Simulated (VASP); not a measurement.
Runs of VASP 6.6.1 on GaAs. The structure is that of space group F-43m (No. 216), or close to it. The cells are those of the table. 

```csv
task,level,potentials or basis,cell,gap on the mesh (eV),pressure (GPa)
single point,PBEsol,"VASP PAW PBE potentials, release 64 (Ga_d, As)","a = 4.001 Å, angles 60.0°, 2 atoms",0.44,0.2
single point,LDA,"VASP PAW LDA potentials, release 64 (Ga_d, As)","a = 3.961 Å, angles 60.0°, 2 atoms",0.54,0.3
single point,r2SCAN,"VASP PAW PBE potentials, release 64 (Ga_d, As)","a = 3.952 Å, angles 60.0°, 2 atoms",(b),(a)
relaxation of the atoms,r2SCAN,"VASP PAW PBE potentials, release 64 (Ga_d, As)","atoms relaxed from a = 4.006 Å, angles 60.0°, 2 atoms",0.95,0.2
relaxation of the atoms,r2SCAN,"VASP PAW PBE potentials, release 64 (Ga_d, As)","atoms relaxed from a = 4.032 Å, angles 60.0°, 2 atoms",0.79,-1.2
```

Alike in all rows: no spin polarisation; k mesh 8 × 8 × 8; cutoff (eV) 520; smearing fermi-dirac 0.02 eV.

Problem. Fill in the values left out.

Solution. (a) 3.4; (b) 1.28.

Caveats: the PAW data sets were made with another functional, which shifts forces and pressure a little (some runs); the relaxation stopped at its first step, so nothing moved (some runs).

A k mesh can miss the band edges, and the runs leave out spin-orbit coupling on As, Ga.
